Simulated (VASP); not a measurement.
# SiGe4W (Cmmm) in VASP: further runs

Runs on SiGe4W. Level: PBE. Tasks: single point.

All numbers are computed with VASP 6.6.1; they aren't measurements. Logs are shortened: lines on timing, memory, paths and dates and some standing lists are left out, and cuts for length are marked.

**1. The cell of the first run**

The structure is orthorhombic, space group Cmmm (No. 65). Conventional cell: a = 7.772 Å, b = 7.909 Å, c = 3.620 Å, α = 90.00°, β = 90.00°, γ = 90.00°. Within 3.1 Å of Si (site symmetry mmm) lie 6 Ge at 2.36 to 2.39 Å. Within 3.1 Å of Ge (site symmetry 2mm) lie 1 Si at 2.36 Å and 2 W at 2.37 Å and 1 Ge at 3.05 Å. Within 3.2 Å of Ge (site symmetry m2m) lie 1 W at 2.39 Å and 2 Si at 2.39 Å and 1 Ge at 3.13 Å. Within 3.1 Å of W (site symmetry mmm) lie 6 Ge at 2.37 to 2.39 Å.

**2. Single point, PBE**

Input file INCAR:

```
PREC     = Accurate       # precision mode
ENCUT    = 520            # plane-wave cutoff, eV
EDIFF    = 1E-6           # SCF threshold, eV
ISMEAR   = 0              # smearing method
SIGMA    = 0.1            # smearing width, eV
LREAL    = F              # projectors in reciprocal space
LASPH    = T              # aspherical terms in the spheres
NELM     = 60             # most SCF steps
ALGO     = Normal         # electronic algorithm
ISIF     = 2              # what is computed and relaxed
LWAVE    = F              # write WAVECAR
LCHARG   = T              # write CHGCAR
GGA      = PE             # functional
LELF     = T              # ELF
LVHAR    = T            
NBANDS   = 46             # bands
```

Input file KPOINTS:

```
regular mesh
0
Gamma
  4 4 6
```

Input file POSCAR:

```
SiGe4W
1.0
    3.8860206100     -3.9544543800      0.0000000000
    3.8860206100      3.9544543800      0.0000000000
    0.0000000000      0.0000000000      3.6199500700
Si Ge W
1 4 1
Direct
    0.5000000000      0.5000000000      0.5000000000
    0.1963616800      0.1963616800      0.5000000000
    0.8036383200      0.8036383200      0.5000000000
    0.3023024600      0.6976975400      0.0000000000
    0.6976975400      0.3023024600      0.0000000000
    0.0000000000      0.0000000000      0.0000000000
```

Potentials or basis: VASP PAW PBE potentials, release 64 (Si, Ge_d, W_sv).

The run is started by

```
> cat potpaw_PBE.64/Si/POTCAR potpaw_PBE.64/Ge_d/POTCAR potpaw_PBE.64/W_sv/POTCAR > POTCAR
> mpirun -np 1 vasp_std > vasp.out
```

OUTCAR:

```text
PREC = Accurate
   ENCUT = 520
   EDIFF = 1E-6
   ISMEAR = 0
   LREAL = F
   LASPH = T
   NELM = 60
   ISIF = 2
   GGA = PE

 ion  position               nearest neighbor table
   1  0.500  0.500  0.500-   2 2.36   3 2.36   4 2.39   5 2.39   4 2.39   5 2.39
   2  0.196  0.196  0.500-   1 2.36   6 2.37   6 2.37
   3  0.804  0.804  0.500-   1 2.36   6 2.37   6 2.37
   4  0.302  0.698  0.000-   6 2.39   1 2.39   1 2.39
   5  0.698  0.302  0.000-   6 2.39   1 2.39   1 2.39
   6  0.000  0.000  0.000-   2 2.37   3 2.37   2 2.37   3 2.37   4 2.39   5 2.39

  LATTYP: Found a base centered orthorhombic cell.
 ALAT       =     7.7720412200
 B/A-ratio  =     1.0176102437
 C/A-ratio  =     0.4657656808

  Lattice vectors:

 A1 = (   3.8860206100,  -3.9544543800,   0.0000000000)
 A2 = (   3.8860206100,   3.9544543800,   0.0000000000)
 A3 = (   0.0000000000,   0.0000000000,   3.6199500700)

Analysis of symmetry for initial positions (statically):
=====================================================================
 Subroutine PRICEL returns:
 Original cell was already a primitive cell.

 Routine SETGRP: Setting up the symmetry group for a
 base centered orthorhombic supercell.

 Subroutine GETGRP returns: Found  8 space group operations
 (whereof  8 operations were pure point group operations)
 out of a pool of  8 trial point group operations.

The static configuration has the point symmetry D_2h.

Analysis of symmetry for dynamics (positions and initial velocities):
=====================================================================
 Subroutine PRICEL returns:
 Original cell was already a primitive cell.

 Routine SETGRP: Setting up the symmetry group for a
 base centered orthorhombic supercell.

 Subroutine GETGRP returns: Found  8 space group operations
 (whereof  8 operations were pure point group operations)
 out of a pool of  8 trial point group operations.

The dynamic configuration has the point symmetry D_2h.

 Subroutine INISYM returns: Found  8 space group operations
 (whereof  8 operations are pure point group operations),
 and found     1 'primitive' translations

----------------------------------------------------------------------------------------

                                     Primitive cell
[... 93 lines left out ...]
   ISPIN  =      1    spin polarized calculation?
   LNONCOLLINEAR =      F non collinear calculations
   LSORBIT =      F    spin-orbit coupling
   LASPH  =      T    aspherical Exc in radial PAW
   ENCUT  =  520.0 eV  38.22 Ry    6.18 a.u.  10.31 10.31  6.73*2*pi/ulx,y,z
   NELM   =     60;   NELMIN=  2; NELMDL= -5     # of ELM steps
   EDIFF  = 0.1E-05   stopping-criterion for ELM
   LREAL  =      F    real-space projection
   EDIFFG = 0.1E-04   stopping-criterion for IOM
   NSW    =      0    number of steps for IOM
   IBRION =     -1    ionic relax: 0-MD 1-quasi-New 2-CG
   NFREE  =      0    steps in history (QN), initial steepest desc. (CG)
   ISIF   =      2    stress and relaxation
   ISYM   =      2    0-nonsym 1-usesym 2-fastsym
   POTIM  = 0.5000    time-step for ionic-motion
   TEBEG  =    0.0;   TEEND  =   0.0 temperature during run
   PSTRESS=    0.0 pullay stress
   NELECT =      74.0000    total number of electrons
   NUPDOWN=      -1.0000    fix difference up-down
   EMIN   =  10.00;   EMAX   =-10.00  energy-range for DOS
   EFERMI =   0.00;   METHOD = LEGACY
   ISMEAR =     0;   SIGMA  =   0.10  broadening in eV -4-tet -1-fermi 0-gaus
   EFERMI_NEDOS =   21; number of points for ismear=-14 and -15
   IALGO  =     38    algorithm
   IMIX   =      4    mixing-type and parameters
     AMIX     =   0.40;   BMIX     =  1.00
     AMIX_MAG =   1.60;   BMIX_MAG =  1.00
  volume/ion in A,a.u.               =      18.54       125.13
  Fermi-wavevector in a.u.,A,eV,Ry     =   1.429039  2.700492 27.785159  2.042152
  Thomas-Fermi vector in A             =   2.549036
   LORBIT       =      0    0 simple, 1 ext, 2 COOP (PROOUT), +10 PAW based schemes
   GGA     = PE    functional components
   LHFCALC =     F    Hartree Fock is set to
   AEXX    =    0.0000 exact exchange contribution
   IVDW    =     0    specifies the selected vdW correction
   LEPSILON=     F    determine dielectric tensor
   LRPA    =     F    only Hartree local field effects (RPA)
 non-spin polarized calculation
 Gauss-broadening in eV      SIGMA  =   0.10
  energy-cutoff  :      520.00
  volume of cell :      111.26
 maximum number of plane-waves:      3012
 NGX is ok and might be reduce to    42
   NGX = 21   NGY = 21   NGZ = 13

 number of electron      74.0000021 magnetization

 Free energy of the ion-electron system (eV)
  ---------------------------------------------------
  ext. energy  EPLUGINS =         0.00000000
  ---------------------------------------------------
  free energy    TOTEN  =       -31.88835357 eV

  energy without entropy =      -31.87013817  energy(sigma->0) =      -31.87924587

 E-fermi :   7.1357     XC(G=0): -11.0988

 val. band max:        7.1056345848   @ k =   0.5000   0.0000   0.0000
 cond. band min:       7.1427957825   @ k =   0.5000   0.2500   0.1667
 fundamental gap:      0.0371611978
 Fermi energy:         7.1357151204

 k-point     1 :       0.0000    0.0000    0.0000
  band No.  band energies     occupation
      1     -66.3572      2.00000
      2     -30.9315      2.00000
      3     -30.7480      2.00000
      4     -30.6923      2.00000
      5     -17.6684      2.00000
      6     -17.6489      2.00000
[... 1165 lines left out ...]
     45      13.0812      0.00000
     46      13.6946      0.00000

 [... further k-points ...]
[... 5 lines left out ...]
  --------------------------------------------------------------------------------------
  -------------------------------------------------------------------------------------
  Total       14.8087588     12.1859053     15.2145910     -0.0000000      0.0000000      0.0000000
  in kB      213.2578354    175.4866715    219.1021399     -0.0000000      0.0000000      0.0000000
  external PRESSURE =     202.6155489 kB  Pullay stress =       0.0000000 kB

 VOLUME and BASIS-vectors are now :
 -----------------------------------------------------------------------------
  energy-cutoff  :      520.00
  volume of cell :      111.26
      direct lattice vectors                 reciprocal lattice vectors
     3.886020610 -3.954454380  0.000000000     0.128666327 -0.126439694  0.000000000
     3.886020610  3.954454380  0.000000000     0.128666327  0.126439694  0.000000000
     0.000000000  0.000000000  3.619950070     0.000000000  0.000000000  0.276246904

 POSITION                                       TOTAL-FORCE (eV/Angst)
 -----------------------------------------------------------------------------------
      3.88602      0.00000      1.80998        -0.000000     -0.000000      0.000000
      1.52613      0.00000      1.80998         2.336696     -0.000000     -0.000000
      6.24591      0.00000      1.80998        -2.336696     -0.000000      0.000000
      3.88602      1.56357      0.00000         0.000000      0.167614      0.000000
      3.88602     -1.56357      0.00000         0.000000     -0.167614      0.000000
      0.00000      0.00000      0.00000        -0.000000      0.000000      0.000000
 -----------------------------------------------------------------------------------
    total drift:                               -0.000000     -0.000000      0.000000

  FREE ENERGIE OF THE ION-ELECTRON SYSTEM (eV)
  ---------------------------------------------------
  free  energy   TOTEN  =       -31.8883535660 eV

  energy  without entropy=      -31.8701381734  energy(sigma->0) =      -31.87924587
```

OSZICAR:

```text
N       E                     dE             d eps       ncg     rms          rms(c)
DAV:   1     0.814599786897E+03    0.81460E+03   -0.34844E+04  3212   0.405E+03
DAV:   2     0.111948422083E+03   -0.70265E+03   -0.68158E+03  2576   0.985E+02
DAV:   3    -0.231152281956E+02   -0.13506E+03   -0.13135E+03  2794   0.237E+02
DAV:   4    -0.325329176539E+02   -0.94177E+01   -0.92424E+01  3058   0.680E+01
DAV:   5    -0.327607803434E+02   -0.22786E+00   -0.22757E+00  2910   0.120E+01    0.239E+01
DAV:   6    -0.320979429314E+02    0.66284E+00   -0.63432E-01  3298   0.541E+00    0.124E+01
DAV:   7    -0.318858978287E+02    0.21205E+00   -0.68023E-01  3638   0.620E+00    0.730E-01
DAV:   8    -0.318880049764E+02   -0.21071E-02   -0.10135E-01  2986   0.243E+00    0.476E-01
DAV:   9    -0.318882812653E+02   -0.27629E-03   -0.64729E-03  3194   0.597E-01    0.178E-01
DAV:  10    -0.318883323817E+02   -0.51116E-04   -0.12291E-03  3182   0.344E-01    0.906E-02
DAV:  11    -0.318883365049E+02   -0.41233E-05   -0.27494E-04  3816   0.193E-01    0.403E-02
DAV:  12    -0.318883543319E+02   -0.17827E-04   -0.56035E-05  3126   0.560E-02    0.171E-02
DAV:  13    -0.318883535660E+02    0.76594E-06   -0.46920E-06  2580   0.275E-02
   1 F= -.31888354E+02 E0= -.31879246E+02  d E =-.182154E-01
```

stdout:

```text
POSCAR found type information on POSCAR SiGeW
 POSCAR found :  3 types and       6 ions
 scaLAPACK will be used
 LDA part: xc-table for (Slater+PW92), standard interpolation
 POSCAR, INCAR and KPOINTS ok, starting setup
 FFT: planning ... GRIDC
 FFT: planning ... GRID_SOFT
 FFT: planning ... GRID
 WAVECAR not read
 entering main loop
```

It took 3 min on 1 thread of Intel Xeon Platinum 8259CL at 2.50GHz (Skylake/Cascade Lake), shared host; peak memory 0.28 GiB.

What came out:

* Free energy: -31.8884 eV
* Pressure: 20.3 GPa
* Largest force: 2.337 eV/Å
* Band gap on the k mesh: zero (band 37 reaches 7.77 eV, above the bottom of band 38 at 6.09 eV)

Forces in eV/Å, atoms in the order of the input:
```
Si   0.000  0.000  0.000
Ge   2.337  0.000  0.000
Ge  -2.337  0.000  0.000
Ge   0.000  0.168  0.000
Ge   0.000 -0.168  0.000
W    0.000  0.000  0.000
```

Stress tensor (GPa, compression positive):
```
21.33  0.00  0.00
 0.00 17.55  0.00
 0.00  0.00 21.91
```

Caveat: spin-orbit coupling is left out, which moves the levels of the heavy elements; forces of over 1 eV/Å act on the atoms, so gaps and moduli don't describe the material at rest.

**3. Single point, PBE**

This run uses another cell than the first one, of 21.65 Å³/atom, 1.168 times its volume.

Input file INCAR:

```
PREC     = Accurate       # precision mode
ENCUT    = 520            # plane-wave cutoff, eV
EDIFF    = 1E-6           # SCF threshold, eV
ISMEAR   = 0              # smearing method
SIGMA    = 0.1            # smearing width, eV
LREAL    = False          # projectors in reciprocal space
LASPH    = True           # aspherical terms in the spheres
NELM     = 80             # most SCF steps
ALGO     = Normal         # electronic algorithm
ISIF     = 2              # what is computed and relaxed
LWAVE    = False          # write WAVECAR
LCHARG   = True           # write CHGCAR
GGA      = PE             # functional
LELF     = True           # ELF
LVHAR    = True         
NBANDS   = 46             # bands
```

Input file KPOINTS:

```
Automatic mesh
0
Gamma
  4 4 6
```

Input file POSCAR:

```
SiGe4W
1.0
    4.3268361073     -4.2766948328      0.0000000000
    4.3268361073      4.2766948328      0.0000000000
    0.0000000000      0.0000000000      3.5101659859
Si Ge W
1 4 1
Direct
    0.5000000000      0.5000000000      0.5000000000
    0.2113744166      0.2113744166      0.5000000000
    0.7886255834      0.7886255834      0.5000000000
    0.2898337132      0.7101662868      0.0000000000
    0.7101662868      0.2898337132      0.0000000000
    0.0000000000      0.0000000000      0.0000000000
```

Potentials or basis: VASP PAW PBE potentials, release 64 (Si, Ge_d, W_sv).

The run is started by

```
> cat potpaw_PBE.64/Si/POTCAR potpaw_PBE.64/Ge_d/POTCAR potpaw_PBE.64/W_sv/POTCAR > POTCAR
> mpirun -np 1 vasp_std > vasp.out
```

Run time: 3.1 min. Hardware: 1 thread of Intel Xeon Platinum 8259CL at 2.50GHz (Skylake/Cascade Lake), shared host; peak memory 0.32 GiB.

Results (log left out):

```
Free energy            : -33.2827 eV
Pressure               : 0.2 GPa
Largest force          : 0.018 eV/Å
Band gap on the k mesh : zero (band 37 reaches 6.20 eV, above the bottom of band 38 at 4.84 eV)
```

Forces in eV/Å, atoms in the order of the input:
```
Si   0.000  0.000  0.000
Ge   0.002  0.000  0.000
Ge  -0.002  0.000  0.000
Ge   0.000 -0.018  0.000
Ge   0.000  0.018  0.000
W    0.000  0.000  0.000
```

Stress tensor (GPa, compression positive):
```
0.38 0.00 0.00
0.00 0.32 0.00
0.00 0.00 0.03
```

Levels at points of the mesh, in eV from the Fermi level:
| k point | band 34 | band 35 | band 36 | band 37 | band 38 | band 39 | band 40 | band 41 |
| --- | --- | --- | --- | --- | --- | --- | --- | --- |
| (0.00, 0.00, 0.00) | -1.52 | -0.76 | -0.14 | -0.11 | 1.07 | 1.79 | 2.77 | 2.94 |
| (0.50, 0.00, 0.00) | -1.32 | -0.98 | -0.71 | 0.20 | 0.71 | 1.67 | 2.43 | 2.71 |
| (0.50, 0.50, 0.00) | -1.57 | -0.45 | -0.22 | -0.08 | 0.08 | 0.38 | 0.43 | 1.74 |
| (0.00, 0.00, 0.50) | -2.09 | -1.92 | -1.91 | -1.24 | -0.69 | 0.46 | 0.70 | 1.96 |
| (0.50, 0.00, 0.50) | -2.60 | -1.86 | -1.68 | -1.27 | -0.23 | 1.16 | 1.20 | 1.45 |
| (0.50, 0.50, 0.50) | -2.72 | -1.17 | -0.91 | 0.68 | 0.74 | 1.40 | 1.55 | 1.95 |

Caveat: spin-orbit coupling is left out, which moves the levels of the heavy elements.
